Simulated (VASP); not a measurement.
# BN (Fmm2) in VASP: a series of runs, part 2 of 2

VASP 6.6.1.

### 4 Single point, PBE+D3(BJ)

File INCAR:

```
SYSTEM = BN
ALGO = Normal ; EDIFF = 1E-6
ENCUT = 520 ; GGA = PE
ISIF = 2 ; ISMEAR = 0
IVDW = 12 ; LASPH = .TRUE.
LCHARG = .FALSE. ; LREAL = .FALSE.
LWAVE = .FALSE. ; NBANDS = 11
NELM = 60 ; PREC = Accurate
SIGMA = 0.05
```

File KPOINTS:

```
k-points
0
G
  12 12 12
  0 0 0
```

File POSCAR:

```
BN
1.0
    0.0000000000      3.3852342062      2.1106038040
    1.2710205263      0.0000000000      2.1106038040
    1.2710205263      3.3852342062      0.0000000000
B N
1 1
Direct
    0.0001068737      0.0001068737      0.9998931263
    0.6665931163      0.6665931163      0.3334068837
```

Launch:

```
> cat potpaw_PBE.64/B/POTCAR potpaw_PBE.64/N/POTCAR > POTCAR
> mpirun -np 1 vasp_std > vasp.out
```

Wall time 70 s (1 thread of Intel Xeon 8259CL, shared host); peak memory 0.19 GiB.

Results (log left out):

```
Free energy                : -17.8128 eV
Pressure                   : 5.3 GPa
Largest force              : 0.624 eV/Å
Band gap on the k mesh     : 3.85 eV (least direct gap 4.56 eV)
Dispersion energy per atom : -0.140 eV
```

Forces on the atoms (eV/Å):
```
B    0.000  0.000  0.624
N    0.000  0.000 -0.624
```

Stress tensor (GPa, compression positive):
```
-7.38  0.00  0.00
 0.00 -0.72  0.00
 0.00  0.00 23.86
```

Levels at points of the mesh, in eV from the valence-band top:
```csv
k point,band 1,band 2,band 3,band 4,band 5,band 6,band 7,band 8,band 9
"(0.00, 0.00, 0.00)",-18.03,-4.45,-1.50,-1.35,4.98,11.25,11.90,13.15,15.04
"(0.50, 0.00, 0.00)",-14.85,-9.14,-4.05,-1.19,4.57,10.37,13.49,15.97,20.00
"(0.50, 0.50, 0.00)",-14.64,-9.08,-4.66,-0.25,5.93,8.91,12.59,14.11,19.30
"(0.50, 0.00, 0.50)",-17.78,-6.35,-1.53,-1.34,9.96,11.11,11.30,13.16,16.22
"(0.00, 0.50, 0.50)",-14.51,-8.85,-4.72,-1.32,3.85,9.15,14.64,19.44,20.34
```

Caveat: the cell stands under pressure. A k mesh can miss the band edges.

### 5 Single point, PBE+D3(BJ)

This run uses another cell than the first one, of the same volume but with other edges.

File INCAR:

```
PREC = Accurate ; ENCUT = 520
EDIFF = 1E-6 ; ISMEAR = 0
SIGMA = 0.05 ; LREAL = F
LASPH = T ; NELM = 100
ALGO = Normal ; ISIF = 2
LWAVE = F ; LCHARG = F
GGA = PE ; IVDW = 12
NBANDS = 11
```

File KPOINTS:

```
regular mesh
0
Gamma
  12 12 12
```

File POSCAR:

```
BN
1.0
    0.0000000000      3.2856101531      2.2405368642
    1.2336156649      0.0000000000      2.2405368642
    1.2336156649      3.2856101531      0.0000000000
B N
1 1
Direct
    0.0001068737      0.0001068737      0.9998931263
    0.6665931163      0.6665931163      0.3334068837
```

Potentials or basis: VASP PAW PBE potentials, release 64 (B, N).

Launch:

```
> cat potpaw_PBE.64/B/POTCAR potpaw_PBE.64/N/POTCAR > POTCAR
> mpirun -np 1 vasp_std > vasp.out
```

OUTCAR:

```text
PREC = Accurate
   ENCUT = 520
   EDIFF = 1E-6
   ISMEAR = 0
   LREAL = F
   LASPH = T
   NELM = 100
   ISIF = 2
   GGA = PE
   IVDW = 12
 IVDW          = 12

 ion  position               nearest neighbor table
   1  0.000  0.000  1.000-   2 1.44   2 1.44   2 1.49
   2  0.667  0.667  0.333-   1 1.44   1 1.44   1 1.49

  LATTYP: Found a face centered orthorhombic cell.
 ALAT       =     2.4672313298
 B/A-ratio  =     1.8162357434
 C/A-ratio  =     2.6633985337

  Lattice vectors:
[... 524 lines left out ...]

------------------------ aborting loop because EDIFF is reached ----------------------------------------

 Edisp (eV)   -0.28095

 E8    (eV) :    -0.0824

  FORCE on cell =-STRESS in cart. coord.  units (eV):
  Direction    XX          YY          ZZ          XY          YZ          ZX
  --------------------------------------------------------------------------------------
  -------------------------------------------------------------------------------------
  Total       1.12437     0.07342    -2.89052     0.00000     0.00000     0.00000
  in kB      99.18389     6.47629  -254.98177     0.00000     0.00000     0.00000
  external pressure =      -49.77 kB  Pullay stress =        0.00 kB

 VOLUME and BASIS-vectors are now :
 -----------------------------------------------------------------------------
  energy-cutoff  :      520.00
  volume of cell :       18.16
      direct lattice vectors                 reciprocal lattice vectors
     0.000000000  3.285610153  2.240536864    -0.405312622  0.152178736  0.223160800
     1.233615665  0.000000000  2.240536864     0.405312622 -0.152178736  0.223160800
     1.233615665  3.285610153  0.000000000     0.405312622  0.152178736 -0.223160800

 POSITION                                       TOTAL-FORCE (eV/Angst)
 -----------------------------------------------------------------------------------
      1.23362      3.28561      0.00048         0.000000      0.000000     -0.439836
      1.23362      3.28561      2.98705         0.000000      0.000000      0.439836
 -----------------------------------------------------------------------------------
    total drift:                                0.000002      0.000015      0.000025

  FREE ENERGIE OF THE ION-ELECTRON SYSTEM (eV)
  ---------------------------------------------------
  free  energy   TOTEN  =       -17.7985070306 eV

  energy  without entropy=      -17.7985070306  energy(sigma->0) =      -17.79850703
```

OSZICAR:

```text
N       E                     dE             d eps       ncg     rms          rms(c)
DAV:   1     0.122880052677E+02    0.12288E+02   -0.46377E+03  6256   0.686E+02
DAV:   2    -0.184705733731E+02   -0.30759E+02   -0.29659E+02  7361   0.158E+02
DAV:   3    -0.192145080839E+02   -0.74393E+00   -0.74296E+00  7486   0.226E+01
DAV:   4    -0.192167088642E+02   -0.22008E-02   -0.22007E-02  6785   0.136E+00
DAV:   5    -0.192167179499E+02   -0.90856E-05   -0.90856E-05  7428   0.780E-02    0.782E+00
DAV:   6    -0.176885514751E+02    0.15282E+01   -0.52588E+00  7057   0.126E+01    0.355E+00
DAV:   7    -0.175528610797E+02    0.13569E+00   -0.21555E-01  7197   0.356E+00    0.219E+00
DAV:   8    -0.175169107812E+02    0.35950E-01   -0.10863E-01  7300   0.204E+00    0.248E-01
DAV:   9    -0.175171739206E+02   -0.26314E-03   -0.28490E-03  6748   0.431E-01    0.137E-01
DAV:  10    -0.175175358846E+02   -0.36196E-03   -0.50898E-04  6904   0.167E-01    0.252E-02
DAV:  11    -0.175175574730E+02   -0.21588E-04   -0.32117E-05  7227   0.407E-02    0.204E-02
DAV:  12    -0.175175610451E+02   -0.35721E-05   -0.79397E-06  6754   0.190E-02    0.140E-03
DAV:  13    -0.175175612899E+02   -0.24475E-06   -0.35296E-07  6773   0.510E-03
   1 F= -.17798507E+02 E0= -.17798507E+02  d E =-.207587E-19
```

Run time: 85 s. Hardware: 1 thread of Intel Xeon 8259CL, shared host; peak memory 0.19 GiB.

What came out:

```
Free energy                : -17.7985 eV
Pressure                   : -5.0 GPa
Largest force              : 0.440 eV/Å
Band gap on the k mesh     : 3.31 eV (least direct gap 4.54 eV)
Dispersion energy per atom : -0.140 eV
```

Forces in eV/Å, atoms in the order of the input:
```
B    0.000  0.000 -0.440
N    0.000  0.000  0.440
```

Levels at points of the mesh, in eV from the valence-band top:
```tsv
k point	band 1	band 2	band 3	band 4	band 5	band 6	band 7	band 8	band 9
(0.00, 0.00, 0.00)	-17.86	-4.09	-1.68	-1.39	5.06	10.42	11.80	12.70	14.46
(0.50, 0.00, 0.00)	-14.59	-8.92	-4.48	-0.94	4.48	9.00	13.46	16.18	20.26
(0.50, 0.50, 0.00)	-14.99	-9.23	-3.78	-0.64	5.95	9.70	12.01	13.84	20.13
(0.50, 0.00, 0.50)	-17.54	-6.33	-1.65	-1.44	10.01	10.23	11.62	12.24	16.24
(0.00, 0.50, 0.50)	-14.81	-8.91	-3.84	-2.04	3.31	10.47	14.91	18.01	20.45
```

Caveat: the cell stands under tension. A k mesh can miss the band edges.

### 6 Summary

```tsv
cell	gap on the mesh (eV)	pressure (GPa)	largest force (eV/Å)
a = 4.000, b = 2.423, c = 3.668 Å, angles 79.2, 36.5, 64.3°, 2 atoms	3.97	11.7	1.55
a = 3.976, b = 2.611, c = 3.456 Å, angles 80.6, 40.4, 59.0°, 2 atoms	2.98	-8.7	0.59
a = 3.989, b = 2.464, c = 3.616 Å, angles 79.6, 37.4, 63.0°, 2 atoms	3.85	5.3	0.62
a = 3.977, b = 2.558, c = 3.510 Å, angles 80.2, 39.3, 60.4°, 2 atoms	3.31	-5.0	0.44
```

Alike in all rows: task single point; level PBE+D3(BJ); potentials or basis VASP PAW PBE potentials, release 64 (B, N); no spin polarisation; k mesh 12 × 12 × 12; cutoff (eV) 520; smearing gaussian 0.05 eV.

Caveats: the cell stands under pressure (at least some runs); the cell stands under tension (at least some runs); forces of over 1 eV/Å act on the atoms, so gaps and moduli don't describe the material at rest (at least some runs).

Absolute energies hang on the potentials; compare differences alone.
